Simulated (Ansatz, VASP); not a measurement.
## Ta2N in VASP and in Ansatz

File INCAR:

```
ALGO     = Normal         # electronic algorithm
EDIFF    = 1E-6           # SCF threshold, eV
ENCUT    = 520            # plane-wave cutoff, eV
GGA      = PS             # functional
ISIF     = 2              # what is computed and relaxed
ISMEAR   = 0              # smearing method
LASPH    = T              # aspherical terms in the spheres
LCHARG   = F              # write CHGCAR
LREAL    = F              # projectors in reciprocal space
LWAVE    = F              # write WAVECAR
NBANDS   = 20             # bands
NELM     = 80             # most SCF steps
PREC     = Accurate       # precision mode
SIGMA    = 0.15           # smearing width, eV
```

Contents of KPOINTS:

```
k-points
0
Gamma
  18 18 10
```

File POSCAR:

```
Ta2N
1.0
    3.0170046365      0.0000000000      0.0000000000
   -1.5085023182      2.6128026585      0.0000000000
    0.0000000000      0.0000000000      5.0218042174
Ta N
2 1
Direct
    0.6666666667      0.3333333333      0.7463700642
    0.3333333333      0.6666666667      0.2536299358
    0.0000000000      0.0000000000      0.0000000000
```

Input for Ansatz:

```yaml
crystal:
  lattice:
    - [3.0170046365, 0.0, 0.0]
    - [-1.5085023182, 2.6128026585, 0.0]
    - [0.0, 0.0, 5.0218042174]
  atoms:
    - { symbol: Ta, position: [0.6666666667, 0.3333333333, 0.7463700642] }
    - { symbol: Ta, position: [0.3333333333, 0.6666666667, 0.2536299358] }
    - { symbol: "N", position: [0.0, 0.0, 0.0] }
basis:
  ecutwfc: 520.0
kpoints:
  mp_grid: { grid: [18, 18, 10] }
hamiltonian:
  xc: pbesol
  pseudopotentials: { kind: paw, azcp: { folder: soft_1 } }
scf:
  occupations: { method: gaussian, width: 0.15 }
output:
  forces: true
  stress: true
  eigenvalues: true
```

Alike in both runs: task single point; functional PBEsol; k mesh 18 × 18 × 10; occupations gaussian, width 0.15 eV; no spin polarisation.

|  | VASP | Ansatz |
| --- | --- | --- |
| version | VASP 6.6.1 | Ansatz 0.2.0 |
| potentials or method | VASP PAW PBE potentials, release 64 (Ta_pv, N), cutoff 520 eV | scalar-relativistic, plane waves, PAW |
| valence electrons in the cell | 27 | 31 |

Ansatz gave:

* gap on the k mesh at the Fermi level (eV): none
* pressure (GPa): 0.4
* traceless stress, the component that is largest in VASP (GPa): -8.19
* rms of the force components (eV/Å): 0.214

Estimate VASP's values.

gap on the k mesh at the Fermi level (eV): none; pressure (GPa): 1.0; traceless stress, the component that is largest in VASP (GPa): -8.24; rms of the force components (eV/Å): 0.240.

VASP's potentials were made for PBE, not for PBEsol, and Ansatz warns of the same on its side. Atom by atom the forces differ by 0.026 eV/Å (rms over components). A gap of «none» marks a metal or a gap that the smearing closes. The functional is the same, so the differences come from potentials, cutoffs and numerics. VASP's potentials hold 27 valence electrons a cell and Ansatz's 31, so a difference there can come from the potentials and not from the codes.

Spin-orbit coupling is off throughout.
